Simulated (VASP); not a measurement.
# AlRu (P4/mmm) in VASP: a series of runs

Runs on AlRu. Level: PBE. Tasks: single point.

Everything below comes from runs of VASP 6.6.1. Logs are shortened: lines on timing, memory, paths and dates and some standing lists are left out, and cuts for length are marked.

### Step 1. The cell of the first run

The structure is tetragonal, space group P4/mmm (No. 123). Conventional cell: a = 2.902 Å, b = 2.902 Å, c = 3.036 Å, α = 90.00°, β = 90.00°, γ = 90.00°. Within 3.4 Å of Al (site symmetry 4/mmm) lie 8 Ru at 2.55 Å and 6 Al at 2.90 to 3.04 Å. Within 3.4 Å of Ru (site symmetry 4/mmm) lie 8 Al at 2.55 Å and 6 Ru at 2.90 to 3.04 Å.

### Step 2. Single point, PBE (strain -0.030 along x and y, +0.015 along z)

Contents of INCAR:

```
SYSTEM = AlRu
  ALGO = Fast
  EDIFF = 1E-6
  ENCUT = 520
  GGA = PE
  ISIF = 2
  ISMEAR = 0
  LASPH = .True.
  LCHARG = .False.
  LREAL = .False.
  LWAVE = .False.
  NBANDS = 16
  NELM = 80
  PREC = Accurate
  SIGMA = 0.15
```

Contents of KPOINTS:

```
k-points
0
Gamma
  16 16 16
  0 0 0
```

Contents of POSCAR:

```
AlRu
1.0
    2.9018520000      0.0000000000      0.0000000000
    0.0000000000      2.9018520000      0.0000000000
    0.0000000000      0.0000000000      3.0364740000
Al Ru
1 1
Direct
    0.0000000000      0.0000000000      0.0000000000
    0.5000000000      0.5000000000      0.5000000000
```

Potentials or basis: VASP PAW PBE potentials, release 64 (Al, Ru_pv).

Started as:

```console
> cat potpaw_PBE.64/Al/POTCAR potpaw_PBE.64/Ru_pv/POTCAR > POTCAR
> mpirun -np 1 vasp_std > vasp.out
```

OUTCAR:

```text
SYSTEM = AlRu
   EDIFF = 1E-6
   ENCUT = 520
   GGA = PE
   ISIF = 2
   ISMEAR = 0
   LASPH = .True.
   LREAL = .False.
   NELM = 80
   PREC = Accurate

 ion  position               nearest neighbor table
   1  0.000  0.000  0.000-   2 2.55   2 2.55   2 2.55   2 2.55   2 2.55   2 2.55   2 2.55   2 2.55

   2  0.500  0.500  0.500-   1 2.55   1 2.55   1 2.55   1 2.55   1 2.55   1 2.55   1 2.55   1 2.55

  LATTYP: Found a simple tetragonal cell.
 ALAT       =     2.9018520000
 C/A-ratio  =     1.0463917526

  Lattice vectors:

 A1 = (   2.9018520000,   0.0000000000,   0.0000000000)
 A2 = (   0.0000000000,   2.9018520000,   0.0000000000)
 A3 = (   0.0000000000,   0.0000000000,   3.0364740000)

Analysis of symmetry for initial positions (statically):
=====================================================================
 Subroutine PRICEL returns:
 Original cell was already a primitive cell.

 Routine SETGRP: Setting up the symmetry group for a
 simple tetragonal supercell.

 Subroutine GETGRP returns: Found 16 space group operations
 (whereof 16 operations were pure point group operations)
 out of a pool of 16 trial point group operations.

The static configuration has the point symmetry D_4h.

Analysis of symmetry for dynamics (positions and initial velocities):
=====================================================================
 Subroutine PRICEL returns:
 Original cell was already a primitive cell.

 Routine SETGRP: Setting up the symmetry group for a
 simple tetragonal supercell.

 Subroutine GETGRP returns: Found 16 space group operations
 (whereof 16 operations were pure point group operations)
 out of a pool of 16 trial point group operations.

The dynamic configuration has the point symmetry D_4h.

 Subroutine INISYM returns: Found 16 space group operations
 (whereof 16 operations are pure point group operations),
 and found     1 'primitive' translations

----------------------------------------------------------------------------------------

                                     Primitive cell

  volume of cell :      25.5694

  direct lattice vectors                    reciprocal lattice vectors
     2.901852000  0.000000000  0.000000000     0.344607513  0.000000000  0.000000000
     0.000000000  2.901852000  0.000000000     0.000000000  0.344607513  0.000000000
     0.000000000  0.000000000  3.036474000     0.000000000  0.000000000  0.329329347

  length of vectors
     2.901852000  2.901852000  3.036474000     0.344607513  0.344607513  0.329329347

  position of ions in fractional coordinates (direct lattice)
     0.000000000  0.000000000  0.000000000
     0.500000000  0.500000000  0.500000000

  ion indices of the primitive-cell ions
   primitive index   ion index
                 1           1
                 2           2

----------------------------------------------------------------------------------------

 KPOINTS: k-points

Automatic generation of k-mesh.
 Grid dimensions read from file:
 generate k-points for:   16   16   16

 Generating k-lattice:

  Cartesian coordinates                     Fractional coordinates (reciprocal lattice)
     0.021537970  0.000000000  0.000000000     0.062500000  0.000000000  0.000000000
     0.000000000  0.021537970  0.000000000     0.000000000  0.062500000  0.000000000
     0.000000000  0.000000000  0.020583084     0.000000000  0.000000000  0.062500000

  Length of vectors
     0.021537970  0.021537970  0.020583084

  Shift w.r.t. Gamma in fractional coordinates (k-lattice)
     0.000000000  0.000000000  0.000000000

 Subroutine IBZKPT returns following result:
 ===========================================

 Found    405 irreducible k-points:

 Following reciprocal coordinates:
            Coordinates               Weight
  0.000000  0.000000  0.000000      1.000000
  0.062500  0.000000  0.000000      4.000000
  0.125000  0.000000  0.000000      4.000000
  0.187500  0.000000  0.000000      4.000000
  0.250000  0.000000  0.000000      4.000000
  0.312500  0.000000  0.000000      4.000000
[... 16 lines left out ...]
  0.437500  0.125000  0.000000      8.000000
  0.500000  0.125000  0.000000      4.000000
 [... further k-points ...]
   k-points           NKPTS =    405   k-points in BZ     NKDIM =    405   number of bands    NBANDS=     16
   number of dos      NEDOS =    301   number of ions     NIONS =      2
   total plane-waves  NPLWV =  13824
   dimension x,y,z NGX =    24 NGY =   24 NGZ =   24
   dimension x,y,z NGXF=    48 NGYF=   48 NGZF=   48
   ions per type =               1   1
   NGX,Y,Z   is equivalent  to a cutoff of  13.75, 13.75, 13.14 a.u.
   NGXF,Y,Z  is equivalent  to a cutoff of  27.50, 27.50, 26.28 a.u.
 SYSTEM =  AlRu
   PREC   = accura    normal or accurate (medium, high low for compatibility)
   ISTART =      0    job   : 0-new  1-cont  2-samecut
   ICHARG =      2    charge: 1-file 2-atom 10-const
   ISPIN  =      1    spin polarized calculation?
   LNONCOLLINEAR =      F non collinear calculations
   LSORBIT =      F    spin-orbit coupling
   LASPH  =      T    aspherical Exc in radial PAW
   ENCUT  =  520.0 eV  38.22 Ry    6.18 a.u.   5.40  5.40  5.65*2*pi/ulx,y,z
   NELM   =     80;   NELMIN=  2; NELMDL= -5     # of ELM steps
   EDIFF  = 0.1E-05   stopping-criterion for ELM
   LREAL  =      F    real-space projection
   EDIFFG = 0.1E-04   stopping-criterion for IOM
   NSW    =      0    number of steps for IOM
   IBRION =     -1    ionic relax: 0-MD 1-quasi-New 2-CG
   NFREE  =      0    steps in history (QN), initial steepest desc. (CG)
   ISIF   =      2    stress and relaxation
   ISYM   =      2    0-nonsym 1-usesym 2-fastsym
   POTIM  = 0.5000    time-step for ionic-motion
   TEBEG  =    0.0;   TEEND  =   0.0 temperature during run
   PSTRESS=    0.0 pullay stress
   NELECT =      17.0000    total number of electrons
   NUPDOWN=      -1.0000    fix difference up-down
   EMIN   =  10.00;   EMAX   =-10.00  energy-range for DOS
   EFERMI =   0.00;   METHOD = LEGACY
   ISMEAR =     0;   SIGMA  =   0.15  broadening in eV -4-tet -1-fermi 0-gaus
   EFERMI_NEDOS =   21; number of points for ismear=-14 and -15
   IALGO  =     68    algorithm
   IMIX   =      4    mixing-type and parameters
     AMIX     =   0.40;   BMIX     =  1.00
     AMIX_MAG =   1.60;   BMIX_MAG =  1.00
  volume/ion in A,a.u.               =      12.78        86.28
  Fermi-wavevector in a.u.,A,eV,Ry     =   1.428843  2.700121 27.777541  2.041592
  Thomas-Fermi vector in A             =   2.548861
   LORBIT       =      0    0 simple, 1 ext, 2 COOP (PROOUT), +10 PAW based schemes
   GGA     = PE    functional components
   LHFCALC =     F    Hartree Fock is set to
   AEXX    =    0.0000 exact exchange contribution
   IVDW    =     0    specifies the selected vdW correction
   LEPSILON=     F    determine dielectric tensor
   LRPA    =     F    only Hartree local field effects (RPA)
 non-spin polarized calculation
 RMM-DIIS sequential band-by-band and
 Gauss-broadening in eV      SIGMA  =   0.15
  energy-cutoff  :      520.00
  volume of cell :       25.57
 maximum number of plane-waves:       707
 NGX is ok and might be reduce to    24
   NGX = 11   NGY = 11   NGZ = 11

 number of electron      17.0000006 magnetization

 Free energy of the ion-electron system (eV)
  ---------------------------------------------------
  ext. energy  EPLUGINS =         0.00000000
  ---------------------------------------------------
  free energy    TOTEN  =       -14.18403967 eV

  energy without entropy =      -14.16647020  energy(sigma->0) =      -14.17525493

 E-fermi :  11.4098     XC(G=0): -12.8035

 val. band max:       11.4094810647   @ k =   0.0000   0.0000   0.0625
 cond. band min:      11.4129984146   @ k =   0.1250   0.0000   0.0000
 fundamental gap:      0.0035173498
 Fermi energy:        11.4097782725

 k-point     1 :       0.0000    0.0000    0.0000
  band No.  band energies     occupation
      1     -30.4318      2.00000
      2     -30.3718      2.00000
      3     -30.3718      2.00000
      4       1.4318      2.00000
      5       7.5371      2.00000
      6       7.5674      2.00000
[... 8 lines left out ...]
     15      23.5067      0.00000
     16      27.4548      0.00000

 k-point     2 :       0.0625    0.0000    0.0000
  band No.  band energies     occupation
      1     -30.4308      2.00000
      2     -30.3829      2.00000
      3     -30.3708      2.00000
      4       1.5122      2.00000
      5       7.5708      2.00000
      6       7.6021      2.00000
[... 8 lines left out ...]
     15      23.5070      0.00000
     16      27.7202      0.00000

 k-point     3 :       0.1250    0.0000    0.0000
  band No.  band energies     occupation
      1     -30.4280      2.00000
      2     -30.4144      2.00000
      3     -30.3681      2.00000
      4       1.7502      2.00000
      5       7.6624      2.00000
      6       7.6956      2.00000
[... 8 lines left out ...]
     15      23.5365      0.00000
     16      28.5351      0.00000

 k-point     4 :       0.1875    0.0000    0.0000
  band No.  band energies     occupation
      1     -30.4614      2.00000
      2     -30.4238      2.00000
      3     -30.3641      2.00000
      4       2.1362      2.00000
      5       7.7920      2.00000
      6       7.8042      2.00000
[... 8 lines left out ...]
     15      24.0922      0.00000
     16      29.0000      0.00000
[... 324 lines left out ...]
 k-point    22 :       0.3750    0.1250    0.0000
  band No.  band energies     occupation
      1     -30.6119      2.00000
      2     -30.4057      2.00000
      3     -30.3917      2.00000
      4       4.2515      2.00000
      5       7.2040      2.00000
      6       8.4882      2.00000
[... 8 lines left out ...]
     15      25.0387      0.00000
     16      25.4361      0.00000

 k-point    23 :       0.4375    0.1250    0.0000
  band No.  band energies     occupation
      1     -30.6422      2.00000
      2     -30.4028      2.00000
      3     -30.3888      2.00000
      4       5.0052      2.00000
      5       6.5480      2.00000
      6       8.6247      2.00000
[... 8 lines left out ...]
     15      23.9640      0.00000
     16      24.4487      0.00000

 k-point    24 :       0.5000    0.1250    0.0000
  band No.  band energies     occupation
      1     -30.6528      2.00000
      2     -30.4018      2.00000
      3     -30.3878      2.00000
      4       5.6913      2.00000
      5       5.8887      2.00000
      6       8.6783      2.00000
[... 8 lines left out ...]
     15      23.5078      0.00000
     16      23.8569      0.00000

 [... further k-points ...]
[... 5 lines left out ...]
  --------------------------------------------------------------------------------------
  -------------------------------------------------------------------------------------
  Total        2.6523522      2.6523522      1.2857112      0.0000000      0.0000000      0.0000000
  in kB      166.1964291    166.1964291     80.5626810      0.0000000      0.0000000      0.0000000
  external PRESSURE =     137.6518464 kB  Pullay stress =       0.0000000 kB

 VOLUME and BASIS-vectors are now :
 -----------------------------------------------------------------------------
  energy-cutoff  :      520.00
  volume of cell :       25.57
      direct lattice vectors                 reciprocal lattice vectors
     2.901852000  0.000000000  0.000000000     0.344607513  0.000000000  0.000000000
     0.000000000  2.901852000  0.000000000     0.000000000  0.344607513  0.000000000
     0.000000000  0.000000000  3.036474000     0.000000000  0.000000000  0.329329347

 POSITION                                       TOTAL-FORCE (eV/Angst)
 -----------------------------------------------------------------------------------
      0.00000      0.00000      0.00000         0.000000      0.000000      0.000000
      1.45093      1.45093      1.51824         0.000000      0.000000      0.000000
 -----------------------------------------------------------------------------------
    total drift:                                0.000000     -0.000000     -0.000000

  FREE ENERGIE OF THE ION-ELECTRON SYSTEM (eV)
  ---------------------------------------------------
  free  energy   TOTEN  =       -14.1840396660 eV

  energy  without entropy=      -14.1664702036  energy(sigma->0) =      -14.17525493
```

It took 36 s on 1 thread of Intel Xeon 6975P-C (Granite Rapids), shared host; peak memory 0.26 GiB.

What came out:

```
Free energy : -14.1840 eV
Pressure    : 13.8 GPa
```

Levels at points of the mesh, in eV from the Fermi level:
```csv
k point,band 7,band 8,band 9,band 10,band 11,band 12
"(0.00, 0.00, 0.00)",0.08,0.08,0.38,5.36,6.76,6.76
"(0.50, 0.00, 0.00)",-2.10,-1.55,0.39,2.72,7.34,10.47
"(0.50, 0.50, 0.00)",-1.57,-1.25,-1.25,1.84,6.03,6.88
"(0.00, 0.00, 0.50)",-1.52,-1.52,0.59,1.89,7.44,11.65
"(0.50, 0.00, 0.50)",-1.34,-1.21,-1.06,1.49,5.44,6.57
"(0.50, 0.50, 0.50)",1.55,1.91,2.84,4.02,4.34,4.34
```

Caveat: the cell differs from its parent crystal (strain -0.030 along x and y, +0.015 along z).

[end of part 1 of 2]
